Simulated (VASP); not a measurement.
# Hf (Im-3m) in VASP: further runs

Hf is run at these levels: PBE, LDA, PBEsol; tasks: relaxation of cell and atoms, single point.

Everything below comes from runs of VASP 6.6.1. Logs are shortened: lines on timing, memory, paths and dates and some standing lists are left out, and cuts for length are marked.

## (1) The cell of the first run

Symmetry: Im-3m, No. 229, cubic system. Conventional cell: a = 3.610 Å, b = 3.610 Å, c = 3.610 Å, α = 90.00°, β = 90.00°, γ = 90.00°. Hf (site symmetry m-3m) has 14 Hf at 3.13 to 3.61 Å within 4.1 Å.

## (2) Relaxation of cell and atoms, PBE

INCAR reads:

```
SYSTEM = Hf
PREC     = Accurate       ! precision mode
ENCUT    = 600            ! plane-wave cutoff, eV
EDIFF    = 1E-6           ! SCF threshold, eV
ISMEAR   = -1             ! smearing method
SIGMA    = 0.05           ! smearing width, eV
LREAL    = .FALSE.        ! projectors in reciprocal space
LASPH    = .TRUE.         ! aspherical terms in the spheres
NELM     = 80             ! most SCF steps
ALGO     = Fast           ! electronic algorithm
ISIF     = 3              ! what is computed and relaxed
LWAVE    = .FALSE.        ! write WAVECAR
LCHARG   = .FALSE.        ! write CHGCAR
GGA      = PE             ! functional
IBRION   = 2              ! ionic algorithm
NSW      = 60             ! ionic steps
EDIFFG   = -0.01          ! ionic threshold
```

KPOINTS reads:

```
regular mesh
0
G
  10 10 10
  0 0 0
```

POSCAR reads:

```
Hf
1.0
   -1.8050000000      1.8050000000      1.8050000000
    1.8050000000     -1.8050000000      1.8050000000
    1.8050000000      1.8050000000     -1.8050000000
Hf
1
Direct
    0.0000000000      0.0000000000      0.0000000000
```

Potentials or basis: VASP PAW PBE potentials, release 64 (Hf_pv).

The run is started by

```bash
$ cat potpaw_PBE.64/Hf_pv/POTCAR > POTCAR
$ mpirun -np 1 vasp_std > vasp.out
```

OUTCAR:

```text
SYSTEM = Hf
   PREC = Accurate
   ENCUT = 600
   EDIFF = 1E-6
   ISMEAR = -1
   LREAL = .FALSE.
   LASPH = .TRUE.
   NELM = 80
   ISIF = 3
   GGA = PE
   IBRION = 2
   NSW = 60
   EDIFFG = -0.01

 ion  position               nearest neighbor table
   1  0.000  0.000  0.000-

  LATTYP: Found a body centered cubic cell.
 ALAT       =     3.6100000000

  Lattice vectors:

 A1 = (  -1.8050000000,   1.8050000000,   1.8050000000)
 A2 = (   1.8050000000,  -1.8050000000,   1.8050000000)
 A3 = (   1.8050000000,   1.8050000000,  -1.8050000000)

Analysis of symmetry for initial positions (statically):
=====================================================================
 Subroutine PRICEL returns:
 Original cell was already a primitive cell.

 Routine SETGRP: Setting up the symmetry group for a
 body centered cubic supercell.

 Subroutine GETGRP returns: Found 48 space group operations
[... 9 lines left out ...]

 Routine SETGRP: Setting up the symmetry group for a
 body centered cubic supercell.

 Subroutine GETGRP returns: Found 48 space group operations
[... 11 lines left out ...]
                                     Primitive cell

  volume of cell :      23.5229

  direct lattice vectors                    reciprocal lattice vectors
    -1.805000000  1.805000000  1.805000000     0.000000000  0.277008310  0.277008310
     1.805000000 -1.805000000  1.805000000     0.277008310  0.000000000  0.277008310
     1.805000000  1.805000000 -1.805000000     0.277008310  0.277008310  0.000000000

  length of vectors
     3.126351708  3.126351708  3.126351708     0.391748909  0.391748909  0.391748909

  position of ions in fractional coordinates (direct lattice)
     0.000000000  0.000000000  0.000000000

  ion indices of the primitive-cell ions
   primitive index   ion index
                 1           1

----------------------------------------------------------------------------------------

 KPOINTS: regular mesh

Automatic generation of k-mesh.
 Grid dimensions read from file:
 generate k-points for:   10   10   10

 Generating k-lattice:

  Cartesian coordinates                     Fractional coordinates (reciprocal lattice)
     0.000000000  0.027700831  0.027700831     0.100000000  0.000000000  0.000000000
     0.027700831  0.000000000  0.027700831     0.000000000  0.100000000  0.000000000
     0.027700831  0.027700831  0.000000000     0.000000000  0.000000000  0.100000000

  Length of vectors
     0.039174891  0.039174891  0.039174891

  Shift w.r.t. Gamma in fractional coordinates (k-lattice)
     0.000000000  0.000000000  0.000000000

 Subroutine IBZKPT returns following result:
 ===========================================

 Found     47 irreducible k-points:

 Following reciprocal coordinates:
            Coordinates               Weight
  0.000000  0.000000  0.000000      1.000000
  0.100000  0.000000  0.000000     12.000000
  0.200000  0.000000  0.000000     12.000000
  0.300000  0.000000  0.000000     12.000000
  0.400000  0.000000  0.000000     12.000000
  0.500000  0.000000  0.000000      6.000000
[... 16 lines left out ...]
  0.300000  0.300000  0.100000      8.000000
 -0.300000  0.300000  0.100000     24.000000
 [... further k-points ...]
   k-points           NKPTS =     47   k-points in BZ     NKDIM =     47   number of bands    NBANDS=      9
   number of dos      NEDOS =    301   number of ions     NIONS =      1
   total plane-waves  NPLWV =  21952
   dimension x,y,z NGX =    28 NGY =   28 NGZ =   28
   dimension x,y,z NGXF=    56 NGYF=   56 NGZF=   56
   ions per type =               1
   NGX,Y,Z   is equivalent  to a cutoff of  14.89, 14.89, 14.89 a.u.
   NGXF,Y,Z  is equivalent  to a cutoff of  29.78, 29.78, 29.78 a.u.
 SYSTEM =  Hf
   PREC   = accura    normal or accurate (medium, high low for compatibility)
   ISTART =      0    job   : 0-new  1-cont  2-samecut
   ICHARG =      2    charge: 1-file 2-atom 10-const
   ISPIN  =      1    spin polarized calculation?
   LNONCOLLINEAR =      F non collinear calculations
   LSORBIT =      F    spin-orbit coupling
   LASPH  =      T    aspherical Exc in radial PAW
   ENCUT  =  600.0 eV  44.10 Ry    6.64 a.u.   6.24  6.24  6.24*2*pi/ulx,y,z
   NELM   =     80;   NELMIN=  2; NELMDL= -5     # of ELM steps
   EDIFF  = 0.1E-05   stopping-criterion for ELM
   LREAL  =      F    real-space projection
   EDIFFG = -.1E-01   stopping-criterion for IOM
   NSW    =     60    number of steps for IOM
   IBRION =      2    ionic relax: 0-MD 1-quasi-New 2-CG
   NFREE  =      1    steps in history (QN), initial steepest desc. (CG)
   ISIF   =      3    stress and relaxation
   ISYM   =      2    0-nonsym 1-usesym 2-fastsym
   POTIM  = 0.5000    time-step for ionic-motion
   TEBEG  =    0.0;   TEEND  =   0.0 temperature during run
   PSTRESS=    0.0 pullay stress
   NELECT =      10.0000    total number of electrons
   NUPDOWN=      -1.0000    fix difference up-down
   EMIN   =  10.00;   EMAX   =-10.00  energy-range for DOS
   EFERMI =   0.00;   METHOD = LEGACY
   ISMEAR =    -1;   SIGMA  =   0.05  broadening in eV -4-tet -1-fermi 0-gaus
   EFERMI_NEDOS =   21; number of points for ismear=-14 and -15
   IALGO  =     68    algorithm
   IMIX   =      4    mixing-type and parameters
     AMIX     =   0.40;   BMIX     =  1.00
     AMIX_MAG =   1.60;   BMIX_MAG =  1.00
  volume/ion in A,a.u.               =      23.52       158.74
  Fermi-wavevector in a.u.,A,eV,Ry     =   1.230961  2.326179 20.616432  1.515265
  Thomas-Fermi vector in A             =   2.365789
   LORBIT       =      0    0 simple, 1 ext, 2 COOP (PROOUT), +10 PAW based schemes
   GGA     = PE    functional components
   LHFCALC =     F    Hartree Fock is set to
   AEXX    =    0.0000 exact exchange contribution
   IVDW    =     0    specifies the selected vdW correction
   LEPSILON=     F    determine dielectric tensor
   LRPA    =     F    only Hartree local field effects (RPA)
 conjugate gradient relaxation of ions
 non-spin polarized calculation
 RMM-DIIS sequential band-by-band and
  energy-cutoff  :      600.00
  volume of cell :       23.52
 maximum number of plane-waves:       802
 NGX is ok and might be reduce to    28
   NGX = 13   NGY = 13   NGZ = 13

--------------------------------------- Ionic step        1  -------------------------------------------

 number of electron      10.0000000 magnetization

 number of electron       9.9999999 magnetization

 Free energy of the ion-electron system (eV)
  ---------------------------------------------------
  ext. energy  EPLUGINS =         0.00000000
  ---------------------------------------------------
  free energy    TOTEN  =        -9.73175197 eV

  energy without entropy =       -9.71649139  energy(sigma->0) =       -9.72412168

------------------------ aborting loop because EDIFF is reached ----------------------------------------

  FORCE on cell =-STRESS in cart. coord.  units (eV):
  Direction    XX          YY          ZZ          XY          YZ          ZX
  --------------------------------------------------------------------------------------
  -------------------------------------------------------------------------------------
  Total       -0.7612302     -0.7612302     -0.7612302      0.0000000      0.0000000     -0.0000000
  in kB      -51.8483560    -51.8483560    -51.8483560      0.0000000      0.0000000     -0.0000000
  external PRESSURE =     -51.8483560 kB  Pullay stress =       0.0000000 kB

 VOLUME and BASIS-vectors are now :
 -----------------------------------------------------------------------------
  energy-cutoff  :      600.00
  volume of cell :       23.52
      direct lattice vectors                 reciprocal lattice vectors
    -1.805000000  1.805000000  1.805000000     0.000000000  0.277008310  0.277008310
     1.805000000 -1.805000000  1.805000000     0.277008310  0.000000000  0.277008310
     1.805000000  1.805000000 -1.805000000     0.277008310  0.277008310  0.000000000
[... 71 lines left out ...]
 POSITION                                       TOTAL-FORCE (eV/Angst)
 -----------------------------------------------------------------------------------
      0.00000      0.00000      0.00000         0.000000      0.000000     -0.000000
 -----------------------------------------------------------------------------------
    total drift:                                0.000000     -0.000000     -0.000000

  FREE ENERGIE OF THE ION-ELECTRON SYSTEM (eV)
  ---------------------------------------------------
  free  energy   TOTEN  =        -9.7535925667 eV

  energy  without entropy=       -9.7398535651  energy(sigma->0) =       -9.74672307

--------------------------------------- Ionic step        4  -------------------------------------------

 number of electron      10.0000001 magnetization

 Free energy of the ion-electron system (eV)
  ---------------------------------------------------
  ext. energy  EPLUGINS =         0.00000000
  ---------------------------------------------------
  free energy    TOTEN  =        -9.75358875 eV

  energy without entropy =       -9.73986526  energy(sigma->0) =       -9.74672701

 E-fermi :   4.6271     XC(G=0): -11.3132

 val. band max:        4.6253556030   @ k =   0.3000   0.1000   0.1000
 cond. band min:       4.6431547943   @ k =   0.3000   0.2000  -0.0000
 fundamental gap:      0.0177991912
 Fermi energy:         4.6271285867

 k-point     1 :       0.0000    0.0000    0.0000
  band No.  band energies     occupation
      1     -25.1926      2.00000
      2     -25.1926      2.00000
      3     -25.1926      2.00000
      4      -2.4386      2.00000
      5       6.1525      0.00000
      6       6.1525      0.00000
      7       6.1525      0.00000
      8       8.9513      0.00000
      9       8.9513      0.00000

 k-point     2 :       0.1000    0.0000    0.0000
  band No.  band energies     occupation
      1     -25.2778      2.00000
      2     -25.2191      2.00000
      3     -25.1929      2.00000
      4      -2.0702      2.00000
      5       5.8980      0.00000
      6       6.0335      0.00000
      7       6.5181      0.00000
      8       8.5867      0.00000
      9       8.9499      0.00000
[... 253 lines left out ...]
 k-point    24 :      -0.3000    0.3000    0.1000
  band No.  band energies     occupation
      1     -25.7409      2.00000
      2     -25.4013      2.00000
      3     -25.2582      2.00000
      4       0.5167      2.00000
      5       4.8270      0.03605
      6       5.0352      0.00057
      7       7.6149      0.00000
      8       9.1046      0.00000
      9       9.7717      0.00000

 [... further k-points ...]
[... 5 lines left out ...]
  --------------------------------------------------------------------------------------
  -------------------------------------------------------------------------------------
  Total        0.0056914      0.0056914      0.0056914     -0.0000000     -0.0000000     -0.0000000
  in kB        0.4102444      0.4102444      0.4102444     -0.0000000     -0.0000000     -0.0000000
  external PRESSURE =       0.4102444 kB  Pullay stress =       0.0000000 kB

 VOLUME and BASIS-vectors are now :
 -----------------------------------------------------------------------------
  energy-cutoff  :      600.00
  volume of cell :       22.23
      direct lattice vectors                 reciprocal lattice vectors
    -1.771229381  1.771229381  1.771229381     0.000000000  0.282289807  0.282289807
     1.771229381 -1.771229381  1.771229381     0.282289807  0.000000000  0.282289807
     1.771229381  1.771229381 -1.771229381     0.282289807  0.282289807  0.000000000

 POSITION                                       TOTAL-FORCE (eV/Angst)
 -----------------------------------------------------------------------------------
      0.00000      3.54246      0.00000         0.000000      0.000000     -0.000000
 -----------------------------------------------------------------------------------
    total drift:                                0.000000      0.000000     -0.000000

  FREE ENERGIE OF THE ION-ELECTRON SYSTEM (eV)
  ---------------------------------------------------
  free  energy   TOTEN  =        -9.7535887509 eV

  energy  without entropy=       -9.7398652635  energy(sigma->0) =       -9.74672701

 reached required accuracy - stopping structural energy minimisation
```

Run time: 68 s. Hardware: 1 thread of Intel Xeon 8259CL, shared host; peak memory 0.17 GiB.

Results:

```
Free energy                            : -9.7536 eV
Relaxed volume                         : 22.23 Å³/atom
Relaxed cell                           : a = 3.068 Å, b = 3.068 Å, c = 3.068 Å, α = 109.47°, β = 109.47°, γ = 109.47°
Space group after relaxing (to 0.05 Å) : Im-3m (No. 229)
Energy gained by relaxing              : 21.8 meV/atom
Ionic steps                            : 4
Pressure after relaxing                : 0.0 GPa
Band gap on the k mesh                 : zero (band 5 reaches 6.15 eV, above the bottom of band 6 at 3.86 eV)
```

The path:
| step | energy change (eV) | largest force (eV/Å) | pressure (GPa) | volume (Å³) |
| --- | --- | --- | --- | --- |
| 1 | 0.0000 | 0.0000 | -5.18 | 23.52 |
| 2 | 0.0012 | 0.0000 | 6.29 | 21.03 |
| 3 | -0.0218 | 0.0000 | -0.12 | 22.25 |
| 4 | -0.0218 | 0.0000 | 0.04 | 22.23 |

Final structure:
```cif
data_structure
_symmetry_space_group_name_H-M 'P 1'
_symmetry_Int_Tables_number 1
_cell_length_a 3.0679
_cell_length_b 3.0679
_cell_length_c 3.0679
_cell_angle_alpha 109.471
_cell_angle_beta 109.471
_cell_angle_gamma 109.471
_cell_volume 22.23
loop_
_atom_site_label
_atom_site_type_symbol
_atom_site_fract_x
_atom_site_fract_y
_atom_site_fract_z
_atom_site_occupancy
Hf1 Hf 0.00000 0.00000 0.00000 1
```

Levels at points of the mesh, in eV from the Fermi level:
```
           k point  band 3  band 4  band 5  band 6  band 7  band 8
(0.00, 0.00, 0.00)  -29.82   -7.07    1.53    1.53    1.53    4.32
(0.50, 0.00, 0.00)  -29.82   -3.40   -0.51    1.08    4.16    5.16
(0.50, 0.50, 0.50)  -30.40   -2.61   -2.61    6.82    6.82    6.82
```

Caveat: spin-orbit coupling is left out, which moves the levels of the heavy elements.

## (3) Relaxation of cell and atoms, LDA

INCAR reads:

```
PREC = Accurate
ENCUT = 600
EDIFF = 1E-6
ISMEAR = -1
SIGMA = 0.05
LREAL = False
LASPH = True
NELM = 60
ALGO = Normal
ISIF = 3
LWAVE = False
LCHARG = False
IBRION = 2
NSW = 60
EDIFFG = -0.01
```

KPOINTS reads:

```
regular mesh
0
Gamma
  10 10 10
```

POSCAR is that of step 2.

Potentials or basis: VASP PAW LDA potentials, release 64 (Hf_pv).

The run is started by

```bash
$ cat potpaw_LDA.64/Hf_pv/POTCAR > POTCAR
$ mpirun -np 1 vasp_std > vasp.out
```

Wall time 53 s (1 thread of Intel Xeon 8259CL, shared host); peak memory 0.16 GiB.

Results (log left out):

| Quantity | Value |
| --- | --- |
| Free energy | -10.5559 eV |
| Relaxed volume | 20.43 Å³/atom |
| Relaxed cell | a = 2.983 Å, b = 2.983 Å, c = 2.983 Å, α = 109.47°, β = 109.47°, γ = 109.47° |
| Space group after relaxing (to 0.05 Å) | Im-3m (No. 229) |
| Energy gained by relaxing | 133.2 meV/atom |
| Ionic steps | 4 |
| Pressure after relaxing | 0.1 GPa |
| Band gap on the k mesh | zero (band 5 reaches 6.60 eV, above the bottom of band 6 at 4.26 eV) |

Step by step:
```
step  energy change (eV)  largest force (eV/Å)  pressure (GPa)  volume (Å³)
   1              0.0000                0.0000          -12.62        23.52
   2              0.0100                0.0000           19.24        17.76
   3             -0.1331                0.0000           -0.23        20.49
   4             -0.1332                0.0000            0.06        20.43
```

Final structure:
```xyz
1
Lattice="-1.7221 1.7221 1.7221 1.7221 -1.7221 1.7221 1.7221 1.7221 -1.7221" Properties=species:S:1:pos:R:3 pbc="T T T"
Hf   -1.7221    1.7221    1.7221
```

Levels at points of the mesh, in eV from the Fermi level:
```
           k point  band 3  band 4  band 5  band 6  band 7  band 8
(0.00, 0.00, 0.00)  -29.37   -7.30    1.46    1.46    1.46    4.52
(0.50, 0.00, 0.00)  -29.38   -3.71   -0.77    1.56    4.40    5.49
(0.50, 0.50, 0.50)  -30.15   -3.04   -3.04    7.37    7.37    7.37
```

Caveat: spin-orbit coupling is left out, which moves the levels of the heavy elements; the volume moved by -13 % from the deposited cell, more than functionals usually miss.

[end of part 1 of 2]
